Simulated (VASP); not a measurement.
# AsAu (zincblende type) (F-43m) in VASP: notebook, part 2 of 2

VASP 6.6.1. Earlier steps stand in the parts before.

## 4. Electric field gradients, PBE (26.40 Å³/atom)

This run uses another cell than the first one, of 26.40 Å³/atom.

INCAR reads:

```
  PREC = Accurate
  ENCUT = 520
  EDIFF = 1E-8
  ISMEAR = -1
  SIGMA = 0.08
  LREAL = False
  LASPH = True
  NELM = 60
  ALGO = Normal
  ISIF = 2
  LWAVE = False
  LCHARG = False
  GGA = PE
  LEFG = True
  NBANDS = 15
```

KPOINTS reads:

```
regular mesh
0
Gamma
  11 11 11
```

POSCAR reads:

```
AsAu
1.0
    0.0000000000      2.9775593041      2.9775593041
    2.9775593041      0.0000000000      2.9775593041
    2.9775593041      2.9775593041      0.0000000000
Au As
1 1
Direct
    0.0000000000      0.0000000000      0.0000000000
    0.2500000000      0.2500000000      0.2500000000
```

Potentials or basis: VASP PAW PBE potentials, release 64 (Au, As).

On the command line:

```
$ cat potpaw_PBE.64/Au/POTCAR potpaw_PBE.64/As/POTCAR > POTCAR
$ mpirun -np 1 vasp_std > vasp.out
```

OUTCAR:

```text
PREC = Accurate
   ENCUT = 520
   EDIFF = 1E-8
   ISMEAR = -1
   LREAL = False
   LASPH = True
   NELM = 60
   ISIF = 2
   GGA = PE

 ion  position               nearest neighbor table
   1  0.000  0.000  0.000-   2 2.58   2 2.58   2 2.58   2 2.58
   2  0.250  0.250  0.250-   1 2.58   1 2.58   1 2.58   1 2.58

  LATTYP: Found a face centered cubic cell.
 ALAT       =     5.9551186082

  Lattice vectors:

 A1 = (   0.0000000000,   2.9775593041,   2.9775593041)
 A2 = (   2.9775593041,   0.0000000000,   2.9775593041)
 A3 = (   2.9775593041,   2.9775593041,   0.0000000000)

Analysis of symmetry for initial positions (statically):
=====================================================================
 Subroutine PRICEL returns:
 Original cell was already a primitive cell.

 Routine SETGRP: Setting up the symmetry group for a
 face centered cubic supercell.

 Subroutine GETGRP returns: Found 24 space group operations
 (whereof 24 operations were pure point group operations)
 out of a pool of 48 trial point group operations.

The static configuration has the point symmetry T_d .

Analysis of symmetry for dynamics (positions and initial velocities):
=====================================================================
 Subroutine PRICEL returns:
 Original cell was already a primitive cell.

 Routine SETGRP: Setting up the symmetry group for a
 face centered cubic supercell.

 Subroutine GETGRP returns: Found 24 space group operations
 (whereof 24 operations were pure point group operations)
 out of a pool of 48 trial point group operations.

The dynamic configuration has the point symmetry T_d .

[... 163 lines left out ...]
     10       5.9798      0.00000
     11       9.9494      0.00000
     12       9.9494      0.00000
     13       9.9494      0.00000
     14      13.0729      0.00000
[... 401 lines left out ...]
      2      -1.6792      2.00000
      3      -1.4415      2.00000
      4      -1.4144      2.00000
      5      -0.4969      2.00000
      6      -0.3530      2.00000
      7       2.2538      2.00000
      8       3.5980      0.88071
      9       5.2162      0.00000
     10       7.5400      0.00000
     11      10.0239      0.00000
     12      10.6435      0.00000
     13      10.8721      0.00000
     14      13.8971      0.00000
     15      15.6504      0.00000

 [... further k-points ...]
[... 5 lines left out ...]
  --------------------------------------------------------------------------------------
  -------------------------------------------------------------------------------------
  Total       -1.1930999     -1.1930999     -1.1930999      0.0000000      0.0000000      0.0000000
  in kB      -36.2056318    -36.2056318    -36.2056318      0.0000000      0.0000000      0.0000000
  external PRESSURE =     -36.2056318 kB  Pullay stress =       0.0000000 kB

 VOLUME and BASIS-vectors are now :
 -----------------------------------------------------------------------------
  energy-cutoff  :      520.00
  volume of cell :       52.80
      direct lattice vectors                 reciprocal lattice vectors
     0.000000000  2.977559304  2.977559304    -0.167922768  0.167922768  0.167922768
     2.977559304  0.000000000  2.977559304     0.167922768 -0.167922768  0.167922768
     2.977559304  2.977559304  0.000000000     0.167922768  0.167922768 -0.167922768

 POSITION                                       TOTAL-FORCE (eV/Angst)
 -----------------------------------------------------------------------------------
      0.00000      0.00000      0.00000        -0.000000      0.000000      0.000000
      1.48878      1.48878      1.48878         0.000000     -0.000000     -0.000000
 -----------------------------------------------------------------------------------
    total drift:                               -0.000000     -0.000000     -0.000000

  FREE ENERGIE OF THE ION-ELECTRON SYSTEM (eV)
  ---------------------------------------------------
  free  energy   TOTEN  =        -7.4207474335 eV

  energy  without entropy=       -7.3892469816  energy(sigma->0) =       -7.40499721

 Electric field gradients (V/A^2)
---------------------------------------------------------------------
 ion       V_xx      V_yy      V_zz      V_xy      V_xz      V_yz
---------------------------------------------------------------------
   1       0.000    -0.000     0.000     0.000     0.000     0.000
   2      -0.000    -0.000     0.000     0.000     0.000     0.000
---------------------------------------------------------------------

 Electric field gradients after diagonalization (V/A^2)
 (convention: |V_zz| > |V_xx| > |V_yy|)
----------------------------------------------------------------------
 ion       V_xx      V_yy      V_zz     asymmetry (V_yy - V_xx)/ V_zz
----------------------------------------------------------------------
   1      -0.000    -0.000     0.001       0.000
   2      -0.000    -0.000     0.000       0.000
----------------------------------------------------------------------

           NMR quadrupolar parameters

 Cq : quadrupolar parameter    Cq=e*Q*V_zz/h
 eta: asymmetry parameters     (V_yy - V_xx)/ V_zz
 Q  : nuclear electric quadrupole moment in mb (millibarn)
----------------------------------------------------------------------
 ion       Cq(MHz)       eta       Q (mb)
----------------------------------------------------------------------
   1       0.000       0.000       1.000
   2       0.000       0.000       1.000
----------------------------------------------------------------------
```

Wall time 54 s (1 thread of Intel Xeon 8259CL, shared host); peak memory 0.2 GiB.

Results:

| Quantity | Value |
| --- | --- |
| Free energy | -7.4207 eV |
| Pressure | -3.6 GPa |
| Band gap on the k mesh | zero (bands 8 and 9 overlap by 3.28 eV) |
| Largest electric field gradient by atom | zero within the noise of the run |

Caveat: the cell stands under tension; spin-orbit coupling is left out, which moves the levels of the heavy elements.

## 5. Electric field gradients, LDA

INCAR reads:

```
PREC = Accurate
ENCUT = 520
EDIFF = 1E-8
ISMEAR = -1
SIGMA = 0.08
LREAL = F
LASPH = T
NELM = 80
ALGO = Normal
ISIF = 2
LWAVE = F
LCHARG = F
GGA = CA
LEFG = T
NBANDS = 15
```

KPOINTS is that of step 4.

POSCAR reads:

```
AsAu
1.0
    0.0000000000      2.9202842861      2.9202842861
    2.9202842861      0.0000000000      2.9202842861
    2.9202842861      2.9202842861      0.0000000000
Au As
1 1
Direct
    0.0000000000      0.0000000000      0.0000000000
    0.2500000000      0.2500000000      0.2500000000
```

Potentials or basis: VASP PAW LDA potentials, release 64 (Au, As).

On the command line:

```
$ cat potpaw_LDA.64/Au/POTCAR potpaw_LDA.64/As/POTCAR > POTCAR
$ mpirun -np 1 vasp_std > vasp.out
```

OUTCAR:

```text
PREC = Accurate
   ENCUT = 520
   EDIFF = 1E-8
   ISMEAR = -1
   LREAL = F
   LASPH = T
   NELM = 80
   ISIF = 2
   GGA = CA

 ion  position               nearest neighbor table
   1  0.000  0.000  0.000-   2 2.53   2 2.53   2 2.53   2 2.53
   2  0.250  0.250  0.250-   1 2.53   1 2.53   1 2.53   1 2.53

  LATTYP: Found a face centered cubic cell.
 ALAT       =     5.8405685722

  Lattice vectors:

 A1 = (   0.0000000000,   2.9202842861,   2.9202842861)
 A2 = (   2.9202842861,   0.0000000000,   2.9202842861)
 A3 = (   2.9202842861,   2.9202842861,   0.0000000000)

Analysis of symmetry for initial positions (statically):
=====================================================================
 Subroutine PRICEL returns:
 Original cell was already a primitive cell.

 Routine SETGRP: Setting up the symmetry group for a
 face centered cubic supercell.

 Subroutine GETGRP returns: Found 24 space group operations
 (whereof 24 operations were pure point group operations)
 out of a pool of 48 trial point group operations.

The static configuration has the point symmetry T_d .

Analysis of symmetry for dynamics (positions and initial velocities):
=====================================================================
 Subroutine PRICEL returns:
 Original cell was already a primitive cell.

 Routine SETGRP: Setting up the symmetry group for a
 face centered cubic supercell.

 Subroutine GETGRP returns: Found 24 space group operations
 (whereof 24 operations were pure point group operations)
 out of a pool of 48 trial point group operations.

The dynamic configuration has the point symmetry T_d .

 Subroutine INISYM returns: Found 24 space group operations
 (whereof 24 operations are pure point group operations),
 and found     1 'primitive' translations

----------------------------------------------------------------------------------------

                                     Primitive cell

  volume of cell :      49.8087

  direct lattice vectors                    reciprocal lattice vectors
     0.000000000  2.920284286  2.920284286    -0.171216207  0.171216207  0.171216207
     2.920284286  0.000000000  2.920284286     0.171216207 -0.171216207  0.171216207
     2.920284286  2.920284286  0.000000000     0.171216207  0.171216207 -0.171216207

  length of vectors
     4.129905643  4.129905643  4.129905643     0.296555170  0.296555170  0.296555170

  position of ions in fractional coordinates (direct lattice)
     0.000000000  0.000000000  0.000000000
     0.250000000  0.250000000  0.250000000

  ion indices of the primitive-cell ions
   primitive index   ion index
                 1           1
                 2           2

----------------------------------------------------------------------------------------

 KPOINTS: regular mesh

[... 82 lines left out ...]
   ISMEAR =    -1;   SIGMA  =   0.08  broadening in eV -4-tet -1-fermi 0-gaus
   EFERMI_NEDOS =   21; number of points for ismear=-14 and -15
   IALGO  =     38    algorithm
   IMIX   =      4    mixing-type and parameters
     AMIX     =   0.40;   BMIX     =  1.00
     AMIX_MAG =   1.60;   BMIX_MAG =  1.00
  volume/ion in A,a.u.               =      24.90       168.06
  Fermi-wavevector in a.u.,A,eV,Ry     =   1.121191  2.118744 17.103473  1.257070
  Thomas-Fermi vector in A             =   2.257843
   LORBIT       =      0    0 simple, 1 ext, 2 COOP (PROOUT), +10 PAW based schemes
   GGA     = CA    functional components
   LHFCALC =     F    Hartree Fock is set to
   AEXX    =    0.0000 exact exchange contribution
   IVDW    =     0    specifies the selected vdW correction
   LEPSILON=     F    determine dielectric tensor
   LRPA    =     F    only Hartree local field effects (RPA)
 non-spin polarized calculation
  energy-cutoff  :      520.00
  volume of cell :       49.81
 maximum number of plane-waves:      1363
   NGX = 15   NGY = 15   NGZ = 15

 number of electron      15.9999999 magnetization

 Free energy of the ion-electron system (eV)
  ---------------------------------------------------
  ext. energy  EPLUGINS =         0.00000000
  ---------------------------------------------------
  free energy    TOTEN  =        -9.19046843 eV

  energy without entropy =       -9.16187225  energy(sigma->0) =       -9.17617034

 E-fermi :   3.9925     XC(G=0):  -9.9862

 val. band max:        3.9784929202   @ k =  -0.1818   0.1818   0.0000
 cond. band min:       4.0045634380   @ k =  -0.2727   0.3636   0.0909
 fundamental gap:      0.0260705178
 Fermi energy:         3.9924696950

 k-point     1 :       0.0000    0.0000    0.0000
  band No.  band energies     occupation
      1      -8.0682      2.00000
      2      -1.5466      2.00000
      3      -1.5466      2.00000
      4      -1.5466      2.00000
      5      -0.2226      2.00000
      6      -0.2226      2.00000
      7       5.4843      0.00000
      8       6.6260      0.00000
      9       6.6260      0.00000
     10       6.6260      0.00000
     11      10.4176      0.00000
     12      10.4176      0.00000
     13      10.4176      0.00000
     14      13.6440      0.00000
[... 401 lines left out ...]
      2      -1.6036      2.00000
      3      -1.3275      2.00000
      4      -1.3047      2.00000
      5      -0.3075      2.00000
      6      -0.1415      2.00000
      7       2.7040      2.00000
      8       3.9785      1.08713
      9       5.7824      0.00000
     10       8.1544      0.00000
     11      10.5216      0.00000
     12      11.1137      0.00000
     13      11.4126      0.00000
     14      14.4649      0.00000
     15      16.3496      0.00000

 [... further k-points ...]

------------------------ aborting loop because EDIFF is reached ----------------------------------------

  FORCE on cell =-STRESS in cart. coord.  units (eV):
  Direction    XX          YY          ZZ          XY          YZ          ZX
  --------------------------------------------------------------------------------------
  -------------------------------------------------------------------------------------
  Total       -1.7609895     -1.7609895     -1.7609895      0.0000000     -0.0000000      0.0000000
  in kB      -56.6450490    -56.6450490    -56.6450490      0.0000000     -0.0000000      0.0000000
  external PRESSURE =     -56.6450490 kB  Pullay stress =       0.0000000 kB

 VOLUME and BASIS-vectors are now :
 -----------------------------------------------------------------------------
  energy-cutoff  :      520.00
  volume of cell :       49.81
      direct lattice vectors                 reciprocal lattice vectors
     0.000000000  2.920284286  2.920284286    -0.171216207  0.171216207  0.171216207
     2.920284286  0.000000000  2.920284286     0.171216207 -0.171216207  0.171216207
     2.920284286  2.920284286  0.000000000     0.171216207  0.171216207 -0.171216207

 POSITION                                       TOTAL-FORCE (eV/Angst)
 -----------------------------------------------------------------------------------
      0.00000      0.00000      0.00000         0.000000      0.000000      0.000000
      1.46014      1.46014      1.46014        -0.000000     -0.000000     -0.000000
 -----------------------------------------------------------------------------------
    total drift:                               -0.000000     -0.000000     -0.000000

  FREE ENERGIE OF THE ION-ELECTRON SYSTEM (eV)
  ---------------------------------------------------
  free  energy   TOTEN  =        -9.1904684322 eV

  energy  without entropy=       -9.1618722541  energy(sigma->0) =       -9.17617034

 Electric field gradients (V/A^2)
---------------------------------------------------------------------
 ion       V_xx      V_yy      V_zz      V_xy      V_xz      V_yz
---------------------------------------------------------------------
   1      -0.000    -0.000     0.000     0.000     0.000     0.000
   2       0.000     0.000    -0.000    -0.000    -0.000    -0.000
---------------------------------------------------------------------

 Electric field gradients after diagonalization (V/A^2)
 (convention: |V_zz| > |V_xx| > |V_yy|)
----------------------------------------------------------------------
 ion       V_xx      V_yy      V_zz     asymmetry (V_yy - V_xx)/ V_zz
----------------------------------------------------------------------
   1      -0.000    -0.000     0.001       0.000
   2       0.000     0.000    -0.000       0.000
----------------------------------------------------------------------

           NMR quadrupolar parameters

 Cq : quadrupolar parameter    Cq=e*Q*V_zz/h
 eta: asymmetry parameters     (V_yy - V_xx)/ V_zz
 Q  : nuclear electric quadrupole moment in mb (millibarn)
----------------------------------------------------------------------
 ion       Cq(MHz)       eta       Q (mb)
----------------------------------------------------------------------
   1       0.000       0.000       1.000
   2      -0.000       0.000       1.000
----------------------------------------------------------------------
```

Wall time 50 s (1 thread of Intel Xeon 8259CL, shared host); peak memory 0.18 GiB.

What came out:

```yaml
Free_energy: -9.1905 eV
Pressure: -5.7 GPa
Band_gap_on_the_k_mesh: zero (bands 8 and 9 overlap by 3.61 eV)
Largest_electric_field_gradient_by_atom: zero within the noise of the run
```

Levels at points of the mesh, in eV from the Fermi level:
```csv
k point,band 6,band 7,band 8,band 9,band 10,band 11
"(0.00, 0.00, 0.00)",-4.22,1.49,2.63,2.63,2.63,6.43
```

Caveat: the cell stands under tension; spin-orbit coupling is left out, which moves the levels of the heavy elements.

## 6. Overview

| level | potentials or basis | cell | gap on the mesh (eV) | pressure (GPa) |
| --- | --- | --- | --- | --- |
| PBE | VASP PAW PBE potentials, release 64 (Au, As) | a = 4.130 Å, angles 60.0°, 2 atoms | none | -0.1 |
| PBE | VASP PAW PBE potentials, release 64 (Au, As) | a = 4.157 Å, angles 60.0°, 2 atoms | none | -1.4 |
| PBE | VASP PAW PBE potentials, release 64 (Au, As) | a = 4.211 Å, angles 60.0°, 2 atoms | none | -3.6 |
| LDA | VASP PAW LDA potentials, release 64 (Au, As) | a = 4.130 Å, angles 60.0°, 2 atoms | none | -5.7 |

Alike in all rows: task electric field gradients; no spin polarisation; k mesh 11 × 11 × 11; cutoff (eV) 520; smearing fermi-dirac 0.08 eV.

Caveats: spin-orbit coupling is left out, which moves the levels of the heavy elements; the cell stands under tension (at least some runs).

Total energies depend on the potentials used, so only differences within one code and one set of settings carry meaning.
